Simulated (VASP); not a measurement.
Input of a VASP 6.6.1 run:

The input INCAR:

```
ALGO = Fast ; EDIFF = 1E-7
ENCUT = 520 ; ISIF = 2
ISMEAR = 0 ; LASPH = True
LCHARG = True ; LELF = True
LREAL = False ; LVHAR = True
LWAVE = False ; NBANDS = 29
NELM = 100 ; PREC = Accurate
SIGMA = 0.03
```

Contents of KPOINTS:

```
k-points
0
Gamma
  10 10 10
```

Contents of POSCAR:

```
Al2Ru
1.0
    0.0000000000      4.0516962768      4.4543353187
    2.1807315016      0.0000000000      4.4543353187
    2.1807315016      4.0516962768      0.0000000000
Al Ru
4 2
Direct
    0.0788992938      0.4211007062      0.0788992938
    0.4211007062      0.0788992938      0.4211007062
    0.1711007062      0.8288992938      0.1711007062
    0.8288992938      0.1711007062      0.8288992938
    0.7500000000      0.7500000000      0.7500000000
    0.5000000000      0.5000000000      0.5000000000
```

Potentials or basis: VASP PAW LDA potentials, release 64 (Al, Ru_pv).

The run is started by

```console
$ cat potpaw_LDA.64/Al/POTCAR potpaw_LDA.64/Ru_pv/POTCAR > POTCAR
$ mpirun -np 1 vasp_std > vasp.out
```

Task: What does it give for the pressure?

Result: 6.2 GPa.

Task: What does it give for the largest force?

Result: 0.397 eV/Å.

Task: Predict the band gap on the k mesh.

Result: Zero (bands 20 and 21 overlap by 0.52 eV).

Stress tensor (GPa, compression positive):
```
24.76  0.00  0.00
 0.00 -2.41  0.00
 0.00  0.00 -3.72
```

Caveat: the cell stands under pressure.
